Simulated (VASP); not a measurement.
# ZrC2 (R-3m) in VASP: a series of runs

ZrC2 is run at these levels: PBE; tasks: single point, relaxation of cell and atoms.

Program: VASP 6.6.1. These are calculated values, not measurements. Logs are shortened: lines on timing, memory, paths and dates and some standing lists are left out, and cuts for length are marked.

## (1) The cell of the first run

It takes space group R-3m (No. 166, trigonal). Conventional cell: a = 2.788 Å, b = 2.788 Å, c = 12.915 Å, α = 90.00°, β = 90.00°, γ = 120.00°. Within 3.2 Å of Zr (site symmetry -3m) lie 8 C at 2.39 to 2.50 Å and 6 Zr at 2.79 Å. C (site symmetry 3m) has 3 C at 1.68 Å within 2.2 Å.

## (2) Single point, PBE

Contents of INCAR:

```
PREC     = Accurate       # precision mode
ENCUT    = 520            # plane-wave cutoff, eV
EDIFF    = 1E-7           # SCF threshold, eV
ISMEAR   = 0              # smearing method
SIGMA    = 0.1            # smearing width, eV
LREAL    = False          # projectors in reciprocal space
LASPH    = True           # aspherical terms in the spheres
NELM     = 100            # most SCF steps
ALGO     = Normal         # electronic algorithm
ISIF     = 2              # what is computed and relaxed
LWAVE    = False          # write WAVECAR
LCHARG   = True           # write CHGCAR
GGA      = PE             # functional
LELF     = True           # ELF
LVHAR    = True         
NBANDS   = 17             # bands
```

Contents of KPOINTS:

```
Automatic mesh
0
Gamma
  21 21 21
```

Contents of POSCAR:

```
ZrC2
1.0
    1.3940019241      0.8048273861      4.3050761587
   -1.3940019241      0.8048273861      4.3050761587
    0.0000000000     -1.6096547723      4.3050761587
Zr C
1 2
Direct
    0.0000000000      0.0000000000      0.0000000000
    0.1852145741      0.1852145741      0.1852145741
    0.8147854259      0.8147854259      0.8147854259
```

Potentials or basis: VASP PAW PBE potentials, release 64 (Zr_sv, C).

The run is started by

```
$ cat potpaw_PBE.64/Zr_sv/POTCAR potpaw_PBE.64/C/POTCAR > POTCAR
$ mpirun -np 1 vasp_std > vasp.out
```

OUTCAR:

```text
PREC = Accurate
   ENCUT = 520
   EDIFF = 1E-7
   ISMEAR = 0
   LREAL = False
   LASPH = True
   NELM = 100
   ISIF = 2
   GGA = PE

 ion  position               nearest neighbor table
   1  0.000  0.000  0.000-   2 2.39   3 2.39   3 2.50   3 2.50   2 2.50   2 2.50   3 2.50   2 2.50

   2  0.185  0.185  0.185-   3 1.68   3 1.68   3 1.68   1 2.39   1 2.50   1 2.50   1 2.50
   3  0.815  0.815  0.815-   2 1.68   2 1.68   2 1.68   1 2.39   1 2.50   1 2.50   1 2.50

  LATTYP: Found a trigonal (rhomboedric) cell.
 ALAT       =     4.5961580932
 COS(alpha) =     0.8160216054

  Lattice vectors:

 A1 = (   1.3940019241,   0.8048273861,   4.3050761587)
 A2 = (  -1.3940019241,   0.8048273861,   4.3050761587)
 A3 = (   0.0000000000,  -1.6096547723,   4.3050761587)

Analysis of symmetry for initial positions (statically):
=====================================================================
 Subroutine PRICEL returns:
 Original cell was already a primitive cell.

 Routine SETGRP: Setting up the symmetry group for a
 trigonal (rhombohedral) supercell.

 Subroutine GETGRP returns: Found 12 space group operations
 (whereof 12 operations were pure point group operations)
 out of a pool of 12 trial point group operations.

The static configuration has the point symmetry D_3d.

Analysis of symmetry for dynamics (positions and initial velocities):
=====================================================================
 Subroutine PRICEL returns:
 Original cell was already a primitive cell.

 Routine SETGRP: Setting up the symmetry group for a
 trigonal (rhombohedral) supercell.

 Subroutine GETGRP returns: Found 12 space group operations
 (whereof 12 operations were pure point group operations)
 out of a pool of 12 trial point group operations.

The dynamic configuration has the point symmetry D_3d.

 Subroutine INISYM returns: Found 12 space group operations
 (whereof 12 operations are pure point group operations),
 and found     1 'primitive' translations

----------------------------------------------------------------------------------------

                                     Primitive cell

  volume of cell :      28.9800

  direct lattice vectors                    reciprocal lattice vectors
     1.394001924  0.804827386  4.305076159     0.358679562  0.207083742  0.077427976
    -1.394001924  0.804827386  4.305076159    -0.358679562  0.207083742  0.077427976
[... 80 lines left out ...]
   ICHARG =      2    charge: 1-file 2-atom 10-const
   ISPIN  =      1    spin polarized calculation?
   LNONCOLLINEAR =      F non collinear calculations
   LSORBIT =      F    spin-orbit coupling
   LASPH  =      T    aspherical Exc in radial PAW
   ENCUT  =  520.0 eV  38.22 Ry    6.18 a.u.   8.55  8.55  8.55*2*pi/ulx,y,z
   NELM   =    100;   NELMIN=  2; NELMDL= -5     # of ELM steps
   EDIFF  = 0.1E-06   stopping-criterion for ELM
   LREAL  =      F    real-space projection
   EDIFFG = 0.1E-05   stopping-criterion for IOM
   NSW    =      0    number of steps for IOM
   IBRION =     -1    ionic relax: 0-MD 1-quasi-New 2-CG
   NFREE  =      0    steps in history (QN), initial steepest desc. (CG)
   ISIF   =      2    stress and relaxation
   ISYM   =      2    0-nonsym 1-usesym 2-fastsym
   POTIM  = 0.5000    time-step for ionic-motion
   TEBEG  =    0.0;   TEEND  =   0.0 temperature during run
   PSTRESS=    0.0 pullay stress
   NELECT =      20.0000    total number of electrons
   NUPDOWN=      -1.0000    fix difference up-down
   EMIN   =  10.00;   EMAX   =-10.00  energy-range for DOS
   EFERMI =   0.00;   METHOD = LEGACY
   ISMEAR =     0;   SIGMA  =   0.10  broadening in eV -4-tet -1-fermi 0-gaus
   EFERMI_NEDOS =   21; number of points for ismear=-14 and -15
   IALGO  =     38    algorithm
   IMIX   =      4    mixing-type and parameters
     AMIX     =   0.40;   BMIX     =  1.00
     AMIX_MAG =   1.60;   BMIX_MAG =  1.00
  volume/ion in A,a.u.               =       9.66        65.19
  Fermi-wavevector in a.u.,A,eV,Ry     =   1.446723  2.733910 28.477100  2.093008
  Thomas-Fermi vector in A             =   2.564759
   LORBIT       =      0    0 simple, 1 ext, 2 COOP (PROOUT), +10 PAW based schemes
   GGA     = PE    functional components
   LHFCALC =     F    Hartree Fock is set to
   AEXX    =    0.0000 exact exchange contribution
   IVDW    =     0    specifies the selected vdW correction
   LEPSILON=     F    determine dielectric tensor
   LRPA    =     F    only Hartree local field effects (RPA)
 non-spin polarized calculation
 Gauss-broadening in eV      SIGMA  =   0.10
  energy-cutoff  :      520.00
  volume of cell :       28.98
 maximum number of plane-waves:       798
   NGX = 17   NGY = 17   NGZ = 17

 number of electron      19.9999999 magnetization

 Free energy of the ion-electron system (eV)
  ---------------------------------------------------
  ext. energy  EPLUGINS =         0.00000000
  ---------------------------------------------------
  free energy    TOTEN  =       -25.88639064 eV

  energy without entropy =      -25.88394850  energy(sigma->0) =      -25.88516957

 E-fermi :  12.3585     XC(G=0): -12.8623

 val. band max:       12.3532345736   @ k =   0.4762   0.3333   0.2857
 cond. band min:      12.3645075595   @ k =   0.4286   0.4286   0.3810
 fundamental gap:      0.0112729859
 Fermi energy:        12.3585009006

 k-point     1 :       0.0000    0.0000    0.0000
  band No.  band energies     occupation
      1     -36.6893      2.00000
      2     -15.1560      2.00000
      3     -13.4206      2.00000
      4     -13.4206      2.00000
      5      -6.5394      2.00000
      6       5.2311      2.00000
[... 457 lines left out ...]
      4     -13.9675      2.00000
      5      -3.4665      2.00000
      6       0.7111      2.00000
[... 9 lines left out ...]
     16      19.6847      0.00000
     17      20.5967      0.00000

 [... further k-points ...]
[... 5 lines left out ...]
  --------------------------------------------------------------------------------------
  -------------------------------------------------------------------------------------
  Total        0.0503866      0.0503866      0.0636552      0.0000000     -0.0000000     -0.0000000
  in kB        2.7856555      2.7856555      3.5192166      0.0000000     -0.0000000     -0.0000000
  external PRESSURE =       3.0301759 kB  Pullay stress =       0.0000000 kB

 VOLUME and BASIS-vectors are now :
 -----------------------------------------------------------------------------
  energy-cutoff  :      520.00
  volume of cell :       28.98
      direct lattice vectors                 reciprocal lattice vectors
     1.394001924  0.804827386  4.305076159     0.358679562  0.207083742  0.077427976
    -1.394001924  0.804827386  4.305076159    -0.358679562  0.207083742  0.077427976
     0.000000000 -1.609654772  4.305076159     0.000000000 -0.414167484  0.077427976

 POSITION                                       TOTAL-FORCE (eV/Angst)
 -----------------------------------------------------------------------------------
      0.00000      0.00000      0.00000         0.000000      0.000000      0.000000
      0.00000     -0.00000      2.39209         0.000000     -0.000000      0.004986
      0.00000     -0.00000     10.52314         0.000000      0.000000     -0.004986
 -----------------------------------------------------------------------------------
    total drift:                               -0.000000     -0.000000      0.000000

  FREE ENERGIE OF THE ION-ELECTRON SYSTEM (eV)
  ---------------------------------------------------
  free  energy   TOTEN  =       -25.8863906407 eV

  energy  without entropy=      -25.8839485007  energy(sigma->0) =      -25.88516957
```

Wall time 7.2 min (1 thread of Intel Xeon 6975P-C (Granite Rapids), shared host); peak memory 0.53 GiB.

What came out:

```yaml
Free_energy: -25.8864 eV
Pressure: 0.3 GPa
Largest_force: 0.005 eV/Å
Band_gap_on_the_k_mesh: zero (band 10 reaches 13.41 eV, above the bottom of band 11 at 11.94 eV)
```

Forces on the atoms (eV/Å):
```
Zr   0.000  0.000  0.000
C    0.000  0.000  0.005
C    0.000  0.000 -0.005
```

Levels at points of the mesh, in eV from the Fermi level:
```csv
k point,band 8,band 9,band 10,band 11,band 12,band 13
"(0.00, 0.00, 0.00)",-4.32,-4.32,1.05,1.05,2.67,2.83
```

## (3) Single point, PBE

This run uses another cell than the first one, of 12.92 Å³/atom, 1.337 times its volume.

Contents of INCAR:

```
PREC = Accurate
ENCUT = 520
EDIFF = 1E-6
ISMEAR = 0
SIGMA = 0.1
LREAL = False
LASPH = True
NELM = 100
ALGO = Normal
ISIF = 2
LWAVE = False
LCHARG = False
GGA = PE
NBANDS = 17
```

Contents of KPOINTS:

```
Automatic mesh
0
Gamma
  6 6 6
```

Contents of POSCAR:

```
ZrC2
1.0
    1.7785088500      1.0268225600      3.5370985600
   -1.7785088500      1.0268225600      3.5370985600
    0.0000000000     -2.0536451300      3.5370985600
Zr C
1 2
Direct
    0.0000000000      0.0000000000      0.0000000000
    0.2141036300      0.2141036300      0.2141036300
    0.7858963700      0.7858963700      0.7858963700
```

Potentials or basis: VASP PAW PBE potentials, release 64 (Zr_sv, C).

The run is started by

```
$ cat potpaw_PBE.64/Zr_sv/POTCAR potpaw_PBE.64/C/POTCAR > POTCAR
$ mpirun -np 1 vasp_std > vasp.out
```

It took 32 s on 1 thread of AMD EPYC 7R43 (Zen 3), shared host; peak memory 0.14 GiB.

It converged, with:

- Free energy: -23.1930 eV
- Pressure: -8.5 GPa
- Largest force: 0.586 eV/Å
- Band gap on the k mesh: zero (band 10 reaches 8.84 eV, above the bottom of band 11 at 6.06 eV)

Forces in eV/Å, atoms in the order of the input:
```
Zr   0.000  0.000  0.000
C    0.000  0.000 -0.586
C    0.000  0.000  0.586
```

Stress tensor (GPa, compression positive):
```
-14.77   0.00   0.00
  0.00 -14.77   0.00
  0.00   0.00   4.07
```

Levels at points of the mesh, in eV from the Fermi level:
```tsv
k point	band 8	band 9	band 10	band 11	band 12	band 13
(0.00, 0.00, 0.00)	-3.82	-3.82	1.34	1.71	1.71	1.80
(0.50, 0.00, 0.00)	-3.64	-2.32	-0.92	0.11	2.19	3.08
(0.50, 0.50, 0.00)	-2.73	-2.27	-1.29	0.45	3.30	3.40
(0.50, 0.50, 0.50)	-1.71	-1.71	-1.45	-1.45	-0.02	2.49
```

## (4) Relaxation of cell and atoms, PBE

Contents of INCAR:

```
SYSTEM = ZrC2
ALGO     = Normal         ! electronic algorithm
EDIFF    = 1E-6           ! SCF threshold, eV
EDIFFG   = -0.01          ! ionic threshold
ENCUT    = 600            ! plane-wave cutoff, eV
GGA      = PE             ! functional
IBRION   = 2              ! ionic algorithm
ISIF     = 3              ! what is computed and relaxed
ISMEAR   = 0              ! smearing method
LASPH    = .TRUE.         ! aspherical terms in the spheres
LCHARG   = .FALSE.        ! write CHGCAR
LREAL    = .FALSE.        ! projectors in reciprocal space
LWAVE    = .FALSE.        ! write WAVECAR
NELM     = 100            ! most SCF steps
NSW      = 100            ! ionic steps
PREC     = Accurate       ! precision mode
SIGMA    = 0.1            ! smearing width, eV
```

Contents of KPOINTS:

```
k-points
0
G
  21 21 21
  0 0 0
```

Contents of POSCAR:

```
ZrC2
1.0
    1.3928344674      0.8041533547      4.3051273529
   -1.3928344674      0.8041533547      4.3051273529
    0.0000000000     -1.6083067094      4.3051273529
Zr C
1 2
Direct
    0.0000000000      0.0000000000      0.0000000000
    0.1853253896      0.1853253896      0.1853253896
    0.8146746104      0.8146746104      0.8146746104
```

Potentials or basis: VASP PAW PBE potentials, release 64 (Zr_sv, C).

The run is started by

```
$ cat potpaw_PBE.64/Zr_sv/POTCAR potpaw_PBE.64/C/POTCAR > POTCAR
$ mpirun -np 1 vasp_std > vasp.out
```

OUTCAR:

```text
SYSTEM = ZrC2
   EDIFF = 1E-6
   EDIFFG = -0.01
   ENCUT = 600
   GGA = PE
   IBRION = 2
   ISIF = 3
   ISMEAR = 0
   LASPH = .TRUE.
   LREAL = .FALSE.
   NELM = 100
   NSW = 100
   PREC = Accurate

 ion  position               nearest neighbor table
   1  0.000  0.000  0.000-   2 2.39   3 2.39   3 2.50   3 2.50   2 2.50   2 2.50   3 2.50   2 2.50

   2  0.185  0.185  0.185-   3 1.68   3 1.68   3 1.68   1 2.39   1 2.50   1 2.50   1 2.50
   3  0.815  0.815  0.815-   2 1.68   2 1.68   2 1.68   1 2.39   1 2.50   1 2.50   1 2.50

  LATTYP: Found a trigonal (rhomboedric) cell.
 ALAT       =     4.5957341085
 COS(alpha) =     0.8162957439

  Lattice vectors:

 A1 = (   1.3928344674,   0.8041533547,   4.3051273529)
 A2 = (  -1.3928344674,   0.8041533547,   4.3051273529)
 A3 = (   0.0000000000,  -1.6083067094,   4.3051273529)

Analysis of symmetry for initial positions (statically):
[... 266 lines left out ...]
 Fermi energy:        12.3455901085

 k-point     1 :       0.0000    0.0000    0.0000
  band No.  band energies     occupation
      1     -36.7032      2.00000
      2     -15.1689      2.00000
      3     -13.4374      2.00000
      4     -13.4374      2.00000
      5      -6.5421      2.00000
      6       5.2193      2.00000
      7       7.5746      2.00000
      8       8.0362      2.00000
      9       8.0362      2.00000
     10      13.3989      0.00000
     11      13.3989      0.00000
     12      15.0075      0.00000
     13      15.1686      0.00000
     14      15.9140      0.00000
[... 377 lines left out ...]
      1     -36.2824      2.00000
      2     -15.6967      2.00000
      3     -14.7119      2.00000
      4     -13.9832      2.00000
      5      -3.4707      2.00000
      6       0.7055      2.00000
      7       5.5432      2.00000
      8       6.2538      2.00000
      9       8.4544      2.00000
     10       9.2806      2.00000
     11      14.2611      0.00000
     12      16.3137      0.00000
     13      16.5768      0.00000
     14      17.9136      0.00000

 [... further k-points ...]
[... 5 lines left out ...]
  --------------------------------------------------------------------------------------
  -------------------------------------------------------------------------------------
  Total       -0.0073891     -0.0073891     -0.0128815      0.0000000     -0.0000000      0.0000000
  in kB       -0.4081728     -0.4081728     -0.7115711      0.0000000     -0.0000000      0.0000000
  external PRESSURE =      -0.5093056 kB  Pullay stress =       0.0000000 kB
[... 18 lines left out ...]
  FREE ENERGIE OF THE ION-ELECTRON SYSTEM (eV)
  ---------------------------------------------------
  free  energy   TOTEN  =       -25.8880180368 eV

  energy  without entropy=      -25.8855742900  energy(sigma->0) =      -25.88679616

 reached required accuracy - stopping structural energy minimisation
```

OSZICAR:

```text
N       E                     dE             d eps       ncg     rms          rms(c)
DAV:   1     0.147814807183E+03    0.14781E+03   -0.12583E+04 24948   0.163E+03
DAV:   2    -0.186983921177E+02   -0.16651E+03   -0.16265E+03 30160   0.371E+02
[... 21 lines left out ...]
DAV:   1    -0.258887018391E+02   -0.90795E-03   -0.32076E-02 25854   0.193E+00    0.358E-01
DAV:   2    -0.258881436473E+02    0.55819E-03   -0.20434E-03 32618   0.468E-01    0.109E-01
DAV:   3    -0.258879865797E+02    0.15707E-03   -0.62500E-04 38604   0.211E-01    0.496E-02
DAV:   4    -0.258880034807E+02   -0.16901E-04   -0.45039E-05 32500   0.416E-02    0.227E-02
DAV:   5    -0.258880174177E+02   -0.13937E-04   -0.39921E-05 39984   0.380E-02    0.780E-03
DAV:   6    -0.258880180368E+02   -0.61912E-06   -0.89067E-07 18906   0.805E-03
   3 F= -.25888018E+02 E0= -.25886796E+02  d E =-.199145E-03
```

CONTCAR:

```text
ZrC2
   1.00000000000000
     1.3943448357705750    0.8050253662853597    4.3065280639161134
    -1.3943448357705750    0.8050253662853597    4.3065280639161134
     0.0000000000000000   -1.6100507325707194    4.3065280639161134
  Zr              C
     1     2
Direct
     0.0000000000000000    0.0000000000000000    0.0000000000000000
     0.1852456322622795    0.1852456322622795    0.1852456322622795
     0.8147543677377205    0.8147543677377205    0.8147543677377205

  0.00000000E+00  0.00000000E+00  0.00000000E+00
  0.00000000E+00  0.00000000E+00  0.00000000E+00
  0.00000000E+00  0.00000000E+00  0.00000000E+00
```

Wall time 21 min (1 thread of Intel Xeon 6975P-C (Granite Rapids), shared host); peak memory 0.63 GiB.

Results:

```yaml
Free_energy: -25.8880 eV
Relaxed_volume: 9.67 Å³/atom
Relaxed_cell: a = 4.598 Å, b = 4.598 Å, c = 4.598 Å, α = 35.31°, β = 35.31°, γ = 35.31°
Space_group_after_relaxing_to_0.05_Å: R-3m (No. 166)
Energy_gained_by_relaxing: 0.1 meV/atom
Ionic_steps: 3
Pressure_after_relaxing: -0.1 GPa
Largest_force_after_relaxing: 0.009 eV/Å
Band_gap_on_the_k_mesh: zero (band 10 reaches 13.40 eV, above the bottom of band 11 at 11.93 eV)
```

Forces in eV/Å, atoms in the order of the input:
```
Zr   0.000  0.000  0.000
C    0.000  0.000 -0.009
C    0.000  0.000  0.009
```

The path:
```tsv
step	energy change (eV)	largest force (eV/Å)	pressure (GPa)	volume (Å³)
1	0.0000	0.0438	0.59	28.93
2	0.0000	0.0270	-0.72	29.08
3	-0.0002	0.0093	-0.05	29.00
```

Final structure:
```
CELL_PARAMETERS angstrom
1.39434 0.80503 4.30653
-1.39434 0.80503 4.30653
0.00000 -1.61005 4.30653
ATOMIC_POSITIONS crystal
Zr 0.00000 0.00000 0.00000
C 0.18525 0.18525 0.18525
C 0.81475 0.81475 0.81475
```

## (5) Overview

| task | cell | k mesh | cutoff (eV) | gap on the mesh (eV) | pressure (GPa) | largest force (eV/Å) |
| --- | --- | --- | --- | --- | --- | --- |
| single point | a = 4.596 Å, angles 35.3°, 3 atoms | 21 × 21 × 21 | 520 | none | 0.3 | - |
| single point | a = 4.090 Å, angles 51.5°, 3 atoms | 6 × 6 × 6 | 520 | none | -8.5 | 0.59 |
| relaxation of cell and atoms | relaxed from a = 4.596 Å, angles 35.3°, 3 atoms | 21 × 21 × 21 | 600 | none | -0.1 | 0.01 |

Alike in all rows: level PBE; potentials or basis VASP PAW PBE potentials, release 64 (Zr_sv, C); no spin polarisation; smearing gaussian 0.1 eV.

Absolute energies hang on the potentials; compare differences alone.
